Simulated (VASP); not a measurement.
# BaTiO3 (Cm) in VASP: single point with r2SCAN

Aim: the single point of BaTiO3 with r2SCAN.

Everything below comes from runs of VASP 6.6.1. Logs are shortened: lines on timing, memory, paths and dates and some standing lists are left out, and cuts for length are marked.

### 1 The cell of the first run

Symmetry: Cm, No. 8, monoclinic system. Conventional cell: a = 5.701 Å, b = 5.680 Å, c = 12.389 Å, α = 90.00°, β = 103.01°, γ = 90.00°. Ba (site symmetry m) has 1 Ti at 2.07 Å and 12 O at 2.75 to 2.93 Å within 3.0 Å. Within 3.7 Å of Ba (site symmetry m) lie 12 O at 2.78 to 2.93 Å and 8 Ti at 3.40 to 3.59 Å. Within 3.7 Å of Ba (site symmetry m) lie 12 O at 2.78 to 2.93 Å and 8 Ti at 3.40 to 3.59 Å. Within 2.5 Å of Ti (site symmetry m) lie 5 O at 1.87 to 2.16 Å and 1 Ba at 2.07 Å. Ti (site symmetry m) has 6 O at 1.87 to 2.16 Å within 2.5 Å. Ti (site symmetry m) has 6 O at 1.87 to 2.16 Å within 2.5 Å. O (site symmetry 1) has 2 Ti at 1.87 to 2.16 Å within 2.5 Å. Within 2.5 Å of O (site symmetry 1) lie 2 Ti at 1.87 to 2.16 Å.

### 2 Single point, r2SCAN

File POSCAR:

```
BaTiO3
1.0
    2.8400536680     -1.6397057497     -2.3314328258
    0.0000000000      3.2794114995     -2.3314328258
    9.9401878380      5.7389701241      4.6628656517
Ba Ti O
3 3 9
Direct
    0.5378007141      0.5378007141      0.9188283674
    0.8711340474      0.8711340474      0.2521617007
    0.7044673808      0.7044673808      0.5854950341
    0.4387608424      0.4387608424      0.0899826165
    0.2720941757      0.2720941757      0.4233159498
    0.1054275090      0.1054275090      0.7566492831
    0.4696707384     -0.0207353515      0.0811512176
    0.3030040717     -0.1874020182      0.4144845509
    0.1363374051     -0.3540686848      0.7478178843
   -0.0207353515      0.4696707384      0.0811512176
   -0.1874020182      0.3030040717      0.4144845509
   -0.3540686848      0.1363374051      0.7478178843
    0.3879363901      0.3879363901      0.2446199142
    0.2212697234      0.2212697234      0.5779532476
    0.0546030568      0.0546030568      0.9112865809
```

File INCAR.step1:

```
PREC = Accurate
ENCUT = 520
ISMEAR = 0
SIGMA = 0.05
LREAL = Auto
LASPH = True
NELM = 100
NBANDS = 73
GGA = PE
ALGO = Normal
EDIFF = 1E-4
LWAVE = True
LCHARG = False
```

File INCAR.step2:

```
PREC = Accurate
ENCUT = 520
EDIFF = 1E-6
ISMEAR = 0
SIGMA = 0.05
LREAL = Auto
LASPH = True
NELM = 100
ALGO = Normal
ISIF = 2
LWAVE = False
LCHARG = False
METAGGA = R2SCAN
LMIXTAU = True
NBANDS = 73
ISTART = 1
```

File KPOINTS:

```
Automatic mesh
0
Gamma
  6 6 2
```

Potentials or basis: VASP PAW PBE potentials, release 64 (Ba_sv, Ti_sv, O).

On the command line:

```
$ cat potpaw_PBE.64/Ba_sv/POTCAR potpaw_PBE.64/Ti_sv/POTCAR potpaw_PBE.64/O/POTCAR > POTCAR
$ cp INCAR.step1 INCAR
$ mpirun -np 1 vasp_std > vasp.out
$ cp INCAR.step2 INCAR
$ mpirun -np 1 vasp_std > vasp.out
```

OUTCAR:

```text
PREC = Accurate
   ENCUT = 520
   EDIFF = 1E-6
   ISMEAR = 0
   LREAL = Auto
   LASPH = True
   NELM = 100
   ISIF = 2
   METAGGA = R2SCAN
   ISTART = 1

 ion  position               nearest neighbor table
   1  0.538  0.538  0.919-   4 2.07  10 2.75   7 2.75  15 2.78   9 2.84  12 2.84  15 2.84  15 2.84
                            10 2.87   7 2.87   9 2.93  12 2.93  15 2.93   6 3.40   6 3.45   6 3.45
   2  0.871  0.871  0.252-  13 2.78   8 2.78  11 2.78   7 2.84  10 2.84   8 2.84  13 2.84  13 2.84
                            11 2.84   7 2.93  10 2.93  13 2.93   4 3.40   4 3.45   4 3.45   5 3.45
   3  0.704  0.704  0.585-   9 2.78  12 2.78  14 2.78  14 2.84  14 2.84   9 2.84  12 2.84   8 2.84
                            11 2.84  14 2.93   8 2.93  11 2.93   5 3.40   6 3.45   5 3.45   5 3.45
   4  0.439  0.439  0.090-  13 1.87  10 1.87   7 1.87   1 2.07  10 2.16   7 2.16   2 3.40   2 3.45
                             2 3.45   2 3.51
   5  0.272  0.272  0.423-  11 1.87   8 1.87  14 1.87  11 2.16   8 2.16  13 2.16   3 3.40   3 3.45
                             3 3.45   2 3.45   2 3.51   2 3.51   3 3.51   2 3.59
   6  0.105  0.105  0.757-  12 1.87   9 1.87  15 1.87  14 2.16  12 2.16   9 2.16   1 3.40   3 3.45
                             1 3.45   1 3.45   3 3.51   3 3.51   1 3.51   3 3.59
   7  0.470  0.979  0.081-   4 1.87   4 2.16   1 2.75   2 2.84   1 2.87   2 2.93
   8  0.303  0.813  0.414-   5 1.87   5 2.16   2 2.78   2 2.84   3 2.84   3 2.93
   9  0.136  0.646  0.748-   6 1.87   6 2.16   3 2.78   1 2.84   3 2.84   1 2.93
  10  0.979  0.470  0.081-   4 1.87   4 2.16   1 2.75   2 2.84   1 2.87   2 2.93
  11  0.813  0.303  0.414-   5 1.87   5 2.16   2 2.78   2 2.84   3 2.84   3 2.93
  12  0.646  0.136  0.748-   6 1.87   6 2.16   3 2.78   1 2.84   3 2.84   1 2.93
  13  0.388  0.388  0.245-   4 1.87   5 2.16   2 2.78   2 2.84   2 2.84   2 2.93
  14  0.221  0.221  0.578-   5 1.87   6 2.16   3 2.78   3 2.84   3 2.84   3 2.93
  15  0.055  0.055  0.911-   6 1.87   1 2.78   1 2.84   1 2.84   1 2.93

  LATTYP: Found a base centered monoclinic cell.
 ALAT       =     5.7006013602
 B/A-ratio  =     0.9964049364
 C/A-ratio  =     2.1732660882
 COS(beta)  =    -0.2251147242

  Lattice vectors:

 A1 = (  -2.8400536680,   1.6397057497,   2.3314328258)
 A2 = (   0.0000000000,  -3.2794114995,   2.3314328258)
 A3 = (   9.9401878380,   5.7389701241,   4.6628656517)

Analysis of symmetry for initial positions (statically):
=====================================================================
 Subroutine PRICEL returns:
 Original cell was already a primitive cell.

 Routine SETGRP: Setting up the symmetry group for a
 base centered monoclinic supercell.

 Subroutine GETGRP returns: Found  2 space group operations
 (whereof  2 operations were pure point group operations)
 out of a pool of  4 trial point group operations.

The static configuration has the point symmetry C_1h.

Analysis of symmetry for dynamics (positions and initial velocities):
=====================================================================
 Subroutine PRICEL returns:
 Original cell was already a primitive cell.

 Routine SETGRP: Setting up the symmetry group for a
 base centered monoclinic supercell.

 Subroutine GETGRP returns: Found  2 space group operations
 (whereof  2 operations were pure point group operations)
 out of a pool of  4 trial point group operations.

The dynamic configuration has the point symmetry C_1h.

 Subroutine INISYM returns: Found  2 space group operations
 (whereof  2 operations are pure point group operations),
 and found     1 'primitive' translations

----------------------------------------------------------------------------------------

                                     Primitive cell

  volume of cell :     195.4285

  direct lattice vectors                    reciprocal lattice vectors
     2.840053668 -1.639705750 -2.331432826     0.146710843 -0.118584962 -0.166802528
     0.000000000  3.279411500 -2.331432826    -0.029342169  0.186347798 -0.166802528
     9.940187838  5.738970124  4.662865652     0.058684337  0.033881418  0.047657865

  length of vectors
     4.023694671  4.023694671 12.388923619     0.251812525  0.251812525  0.082843672

  position of ions in fractional coordinates (direct lattice)
     0.537800714  0.537800714  0.918828367
     0.871134047  0.871134047  0.252161701
     0.704467381  0.704467381  0.585495034
     0.438760842  0.438760842  0.089982617
     0.272094176  0.272094176  0.423315950
     0.105427509  0.105427509  0.756649283
     0.469670738  0.979264648  0.081151218
     0.303004072  0.812597982  0.414484551
     0.136337405  0.645931315  0.747817884
     0.979264648  0.469670738  0.081151218
     0.812597982  0.303004072  0.414484551
     0.645931315  0.136337405  0.747817884
     0.387936390  0.387936390  0.244619914
     0.221269723  0.221269723  0.577953248
     0.054603057  0.054603057  0.911286581

  ion indices of the primitive-cell ions
   primitive index   ion index
                 1           1
                 2           2
                 3           3
                 4           4
                 5           5
                 6           6
                 7           7
                 8           8
                 9           9
                10          10
                11          11
                12          12
                13          13
                14          14
                15          15

----------------------------------------------------------------------------------------

 KPOINTS: Automatic mesh

Automatic generation of k-mesh.
 Grid dimensions read from file:
 generate k-points for:    6    6    2

 Generating k-lattice:

  Cartesian coordinates                     Fractional coordinates (reciprocal lattice)
     0.024451807 -0.019764160 -0.027800421     0.166666667 -0.000000000  0.000000000
    -0.004890361  0.031057966 -0.027800421     0.000000000  0.166666667  0.000000000
     0.029342169  0.016940709  0.023828933     0.000000000 -0.000000000  0.500000000

  Length of vectors
     0.041968754  0.041968754  0.041421836

  Shift w.r.t. Gamma in fractional coordinates (k-lattice)
     0.000000000  0.000000000  0.000000000

 Subroutine IBZKPT returns following result:
 ===========================================

 Found     26 irreducible k-points:

 Following reciprocal coordinates:
            Coordinates               Weight
  0.000000  0.000000  0.000000      1.000000
  0.166667  0.000000  0.000000      4.000000
  0.333333  0.000000  0.000000      4.000000
  0.500000  0.000000  0.000000      2.000000
  0.166667  0.166667 -0.000000      2.000000
  0.333333  0.166667 -0.000000      4.000000
[... 16 lines left out ...]
  0.333333  0.333333  0.500000      2.000000
  0.500000  0.333333  0.500000      4.000000
 [... further k-points ...]
   k-points           NKPTS =     26   k-points in BZ     NKDIM =     26   number of bands    NBANDS=     73
   number of dos      NEDOS =    301   number of ions     NIONS =     15
   total plane-waves  NPLWV =  86400
   dimension x,y,z NGX =    30 NGY =   30 NGZ =   96
   dimension x,y,z NGXF=    60 NGYF=   60 NGZF=  192
   ions per type =               3   3   9
   NGX,Y,Z   is equivalent  to a cutoff of  12.40, 12.40, 12.88 a.u.
   NGXF,Y,Z  is equivalent  to a cutoff of  24.79, 24.79, 25.76 a.u.
 SYSTEM =  unknown system
   PREC   = accura    normal or accurate (medium, high low for compatibility)
   ISTART =      1    job   : 0-new  1-cont  2-samecut
   ICHARG =      0    charge: 1-file 2-atom 10-const
   ISPIN  =      1    spin polarized calculation?
   LNONCOLLINEAR =      F non collinear calculations
   LSORBIT =      F    spin-orbit coupling
   LASPH  =      T    aspherical Exc in radial PAW
   ENCUT  =  520.0 eV  38.22 Ry    6.18 a.u.   7.48  7.48 23.04*2*pi/ulx,y,z
   NELM   =    100;   NELMIN=  2; NELMDL=  0     # of ELM steps
   EDIFF  = 0.1E-05   stopping-criterion for ELM
   LREAL  =      T    real-space projection
   EDIFFG = 0.1E-04   stopping-criterion for IOM
   NSW    =      0    number of steps for IOM
   IBRION =     -1    ionic relax: 0-MD 1-quasi-New 2-CG
   NFREE  =      0    steps in history (QN), initial steepest desc. (CG)
   ISIF   =      2    stress and relaxation
   ISYM   =      2    0-nonsym 1-usesym 2-fastsym
   POTIM  = 0.5000    time-step for ionic-motion
   TEBEG  =    0.0;   TEEND  =   0.0 temperature during run
   PSTRESS=    0.0 pullay stress
   NELECT =     120.0000    total number of electrons
   NUPDOWN=      -1.0000    fix difference up-down
   EMIN   =  10.00;   EMAX   =-10.00  energy-range for DOS
   EFERMI =   0.00;   METHOD = LEGACY
   ISMEAR =     0;   SIGMA  =   0.05  broadening in eV -4-tet -1-fermi 0-gaus
   EFERMI_NEDOS =   21; number of points for ismear=-14 and -15
   IALGO  =     38    algorithm
   IMIX   =      4    mixing-type and parameters
     AMIX     =   0.40;   BMIX     =  1.00
     AMIX_MAG =   1.60;   BMIX_MAG =  1.00
  volume/ion in A,a.u.               =      13.03        87.92
  Fermi-wavevector in a.u.,A,eV,Ry     =   1.391466  2.629490 26.343298  1.936178
  Thomas-Fermi vector in A             =   2.515302
   LORBIT       =      0    0 simple, 1 ext, 2 COOP (PROOUT), +10 PAW based schemes
   METAGGA = R2SCAN    functional components
   LHFCALC =     F    Hartree Fock is set to
   AEXX    =    0.0000 exact exchange contribution
   IVDW    =     0    specifies the selected vdW correction
   LEPSILON=     F    determine dielectric tensor
   LRPA    =     F    only Hartree local field effects (RPA)
 non-spin polarized calculation
 Gauss-broadening in eV      SIGMA  =   0.05
  energy-cutoff  :      520.00
  volume of cell :      195.43
 maximum number of plane-waves:      5325
 NGX is ok and might be reduce to    30
   NGX = 15   NGY = 15   NGZ = 47

 number of electron     120.0000005 magnetization

 Free energy of the ion-electron system (eV)
  ---------------------------------------------------
  ext. energy  EPLUGINS =         0.00000000
  ---------------------------------------------------
  free energy    TOTEN  =      -214.70687567 eV

  energy without entropy =     -214.70687567  energy(sigma->0) =     -214.70687567

 E-fermi :   3.8698     XC(G=0): -11.7828

 val. band max:        3.5818400516   @ k =   0.5000   0.5000   0.5000
 cond. band min:       5.3302298013   @ k =   0.1667  -0.0000   0.5000
 fundamental gap:      1.7483897497
 Fermi energy:         3.8697622346

 k-point     1 :       0.0000    0.0000    0.0000
  band No.  band energies     occupation
      1     -55.8015      2.00000
      2     -55.2584      2.00000
      3     -54.7025      2.00000
      4     -32.1270      2.00000
      5     -30.7924      2.00000
      6     -30.7863      2.00000
[... 64 lines left out ...]
     71       7.6989      0.00000
     72       8.0405      0.00000

 k-point     2 :       0.1667    0.0000    0.0000
  band No.  band energies     occupation
      1     -55.8012      2.00000
      2     -55.2582      2.00000
      3     -54.7022      2.00000
      4     -32.1261      2.00000
      5     -30.8037      2.00000
      6     -30.7882      2.00000
[... 1642 lines left out ...]
 k-point    24 :       0.5000    0.3333    0.5000
  band No.  band energies     occupation
      1     -55.7996      2.00000
      2     -55.2566      2.00000
      3     -54.7006      2.00000
      4     -32.1213      2.00000
      5     -30.8429      2.00000
      6     -30.8274      2.00000
[... 64 lines left out ...]
     71       9.7285      0.00000
     72      10.3627      0.00000

 [... further k-points ...]

 [bands above 72 left out]

------------------------ aborting loop because EDIFF is reached ----------------------------------------

  FORCE on cell =-STRESS in cart. coord.  units (eV):
  Direction    XX          YY          ZZ          XY          YZ          ZX
  --------------------------------------------------------------------------------------
  -------------------------------------------------------------------------------------
  Total       17.4243409      3.7831347     13.0990744     11.8136310     10.5083400     18.2010539
  in kB      142.8496110     31.0151947    107.3898693     96.8514455     86.1503054    149.2173211
  external PRESSURE =      93.7515583 kB  Pullay stress =       0.0000000 kB

 VOLUME and BASIS-vectors are now :
 -----------------------------------------------------------------------------
  energy-cutoff  :      520.00
  volume of cell :      195.43
      direct lattice vectors                 reciprocal lattice vectors
     2.840053668 -1.639705750 -2.331432826     0.146710843 -0.118584962 -0.166802528
     0.000000000  3.279411500 -2.331432826    -0.029342169  0.186347798 -0.166802528
     9.940187838  5.738970124  4.662865652     0.058684337  0.033881418  0.047657865

 POSITION                                       TOTAL-FORCE (eV/Angst)
 -----------------------------------------------------------------------------------
     10.66071      6.15496      1.77668       -12.826924     -7.405628    -11.467386
      4.98060      2.87555     -2.88618        -0.225234     -0.130039     -0.255537
      7.82066      4.51526     -0.55475         0.087578      0.050563      0.047872
      2.14055      1.23585     -1.62631        13.886641      8.017456     13.206506
      4.98060      2.87555      0.70513         0.485764      0.280456      0.140665
      7.82066      4.51526      3.03656         1.357593      0.783807      0.384123
      2.14055      2.90701     -2.99970        -0.078387      0.199295     -0.280312
      4.98060      4.54672     -0.66827        -0.116207     -0.165780     -0.008506
      7.82066      6.18643      1.66317         0.050181     -0.361535      0.227694
      3.58782      0.40026     -2.99970         0.133401     -0.167532     -0.280312
      6.42788      2.03997     -0.66827        -0.201673     -0.017749     -0.008506
      9.26793      3.67967      1.66317        -0.288009      0.224226      0.227694
      3.53333      2.03997     -0.66827        -0.215792     -0.124587     -0.290960
      6.37338      3.67967      1.66317        -0.385377     -0.222497     -0.309122
      9.21344      5.31938      3.99460        -1.663556     -0.960455     -1.333912
 -----------------------------------------------------------------------------------
    total drift:                                0.061029      0.035235      0.016092

  FREE ENERGIE OF THE ION-ELECTRON SYSTEM (eV)
  ---------------------------------------------------
  free  energy   TOTEN  =      -214.7068756672 eV

  energy  without entropy=     -214.7068756672  energy(sigma->0) =     -214.70687567
```

Wall time 12 min (1 thread of Intel Xeon 6975P-C (Granite Rapids), shared host); peak memory 0.44 GiB.

What came out:

```
Free energy            : -214.7069 eV
Pressure               : 9.4 GPa
Largest force          : 20.773 eV/Å
Band gap on the k mesh : 1.75 eV (least direct gap 2.01 eV)
```

Forces in eV/Å, atoms in the order of the input:
```
Ba  -12.827  -7.406 -11.467
Ba   -0.225  -0.130  -0.256
Ba    0.088   0.051   0.048
Ti   13.887   8.017  13.207
Ti    0.486   0.280   0.141
Ti    1.358   0.784   0.384
O    -0.078   0.199  -0.280
O    -0.116  -0.166  -0.009
O     0.050  -0.362   0.228
O     0.133  -0.168  -0.280
O    -0.202  -0.018  -0.009
O    -0.288   0.224   0.228
O    -0.216  -0.125  -0.291
O    -0.385  -0.222  -0.309
O    -1.664  -0.960  -1.334
```

Stress tensor (GPa, compression positive):
```
14.28  9.69 14.92
 9.69  3.10  8.62
14.92  8.62 10.74
```

Levels at points of the mesh, in eV from the valence-band top:
```csv
k point,band 58,band 59,band 60,band 61,band 62,band 63
"(0.00, 0.00, 0.00)",-0.58,-0.54,-0.50,1.79,1.80,2.29
"(0.50, 0.00, 0.00)",-0.84,-0.53,-0.21,1.80,2.71,3.15
"(0.50, 0.50, 0.00)",-0.21,-0.06,-0.01,2.81,2.90,4.06
"(0.00, 0.00, 0.50)",-0.60,-0.55,-0.52,1.75,1.77,2.30
"(0.50, 0.00, 0.50)",-0.78,-0.56,-0.21,1.80,2.71,3.13
"(0.50, 0.50, 0.50)",-0.21,-0.07,0.00,2.81,2.89,4.02
```

Caveat: atoms lie so close that the PAW spheres overlap strongly, which falsifies energies and pressures; the cell stands under pressure; the PAW data sets were made with another functional, which shifts forces and pressure a little; spin-orbit coupling is left out, which moves the levels of the heavy elements.
